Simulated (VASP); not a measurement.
Wanted: the native input for a VASP 6.6.1 run.

| Quantity | Value |
| --- | --- |
| Task | single point |
| Functional | PBE |
| Potentials or basis | VASP PAW PBE potentials, release 64 (Zr_sv, Al, B, N) |
| Cutoff | 520 eV |
| k mesh | 3 × 3 × 2 |
| Occupations | gaussian, width 0.15 eV |
| Spin | no spin polarisation |
| Dipole correction | no |
| Further INCAR settings | ALGO = Normal; EDIFF = 1e-07; NBANDS = 28 |

The structure of ZrAl3B3N lies in POSCAR:

```
ZrAl3B3N
1.0
    2.4995048963     -4.8726300966      0.0000000000
    2.4995048963      4.8726300966      0.0000000000
    0.0000000000      0.0000000000      5.7987570414
Zr Al B N
1 3 3 1
Direct
    0.0000000000      0.0000000000      0.0000000000
    0.0000000000      0.5000000000      0.0000000000
    0.5000000000      0.0000000000      0.0000000000
    0.0000000000      0.0000000000      0.5000000000
    0.5000000000      0.5000000000      0.2694396698
    0.5000000000      0.5000000000      0.7305603302
    0.5000000000      0.5000000000      0.0000000000
    0.5000000000      0.5000000000      0.5000000000
```

The cell was built from a structure type or drawn by symmetry, and may not be a known phase.

These files were run (other wordings do the same):

INCAR

```
SYSTEM = ZrAl3B3N
ALGO = Normal
EDIFF = 1E-7
ENCUT = 520
GGA = PE
ISIF = 2
ISMEAR = 0
LASPH = .TRUE.
LCHARG = .FALSE.
LREAL = .FALSE.
LWAVE = .FALSE.
NBANDS = 28
NELM = 100
PREC = Accurate
SIGMA = 0.15
```

KPOINTS

```
k-points
0
G
  3 3 2
  0 0 0
```

Potentials or basis: VASP PAW PBE potentials, release 64 (Zr_sv, Al, B, N).

Launch:

```bash
$ cat potpaw_PBE.64/Zr_sv/POTCAR potpaw_PBE.64/Al/POTCAR potpaw_PBE.64/B/POTCAR potpaw_PBE.64/N/POTCAR > POTCAR
$ mpirun -np 1 vasp_std > vasp.out
```

Results of the run:

```
Pressure               : 0.1 GPa
Largest force          : 0.015 eV/Å
Band gap on the k mesh : zero (an odd number of electrons rules out a gap without spin polarisation)
```

Caveat: the k points lie up to 0.54 Å⁻¹ apart, too coarse for converged energies and pressures of a metal.

Run time: 98 s on 1 thread of Intel Xeon 8259CL, with other jobs on the host, peak memory 0.29 GiB.
